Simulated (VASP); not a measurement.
Here is a VASP 6.6.1 calculation.

File INCAR:

```
ALGO = Normal
EDIFF = 1E-7
ENCUT = 520
GGA = PE
ISIF = 2
ISMEAR = 0
LASPH = T
LCHARG = T
LELF = T
LREAL = F
LVHAR = T
LWAVE = F
NBANDS = 16
NELM = 100
PREC = Accurate
SIGMA = 0.01
```

The input KPOINTS:

```
k-points
0
Gamma
  6 6 6
```

POSCAR

```
ZnSe
1.0
    0.0000000000      2.8074155587      2.8074155587
    2.8074155587      0.0000000000      2.8074155587
    2.8074155587      2.8074155587      0.0000000000
Zn Se
1 1
Direct
    0.0000000000      0.0000000000      0.0000000000
    0.2500000000      0.2500000000      0.2500000000
```

Potentials or basis: VASP PAW PBE potentials, release 64 (Zn, Se).

Launch:

```bash
$ cat potpaw_PBE.64/Zn/POTCAR potpaw_PBE.64/Se/POTCAR > POTCAR
$ mpirun -np 1 vasp_std > vasp.out
```

Task: Estimate the band gap on the k mesh.

Result: 1.40 eV, direct.

Task: What does it give for the pressure?

Result: 4.4 GPa.
